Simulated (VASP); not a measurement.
A run of VASP 6.6.1:

File INCAR:

```
ALGO = Normal
EDIFF = 1E-8
ENCUT = 520
ISIF = 2
ISMEAR = -1
LASPH = T
LCHARG = F
LEFG = T
LREAL = F
LWAVE = F
NBANDS = 18
NELM = 60
PREC = Accurate
SIGMA = 0.05
```

Contents of KPOINTS:

```
k-points
0
Gamma
  10 10 10
```

Contents of POSCAR:

```
YHg
1.0
    3.4162093815      0.0000000000      0.0000000000
    0.0000000000      3.4162093815      0.0000000000
    0.0000000000      0.0000000000      3.4162093815
Y Hg
1 1
Direct
    0.5000000000      0.5000000000      0.5000000000
    0.0000000000      0.0000000000      0.0000000000
```

Potentials or basis: VASP PAW LDA potentials, release 64 (Y_sv, Hg).

The run is started by

```sh
$ cat potpaw_LDA.64/Y_sv/POTCAR potpaw_LDA.64/Hg/POTCAR > POTCAR
$ mpirun -np 1 vasp_std > vasp.out
```

Hardware: 1 thread of Intel(R) Xeon(R) Platinum 8375C CPU @ 2.90GHz (Ice Lake), with other jobs on the host.

Problem. How long does it take, and how much memory?

Solution. It took 34 s on 1 thread of Intel(R) Xeon(R) Platinum 8375C CPU @ 2.90GHz (Ice Lake) (shared host), peak memory 0.19 GiB. Counts: scf iterations 14, k points 56.
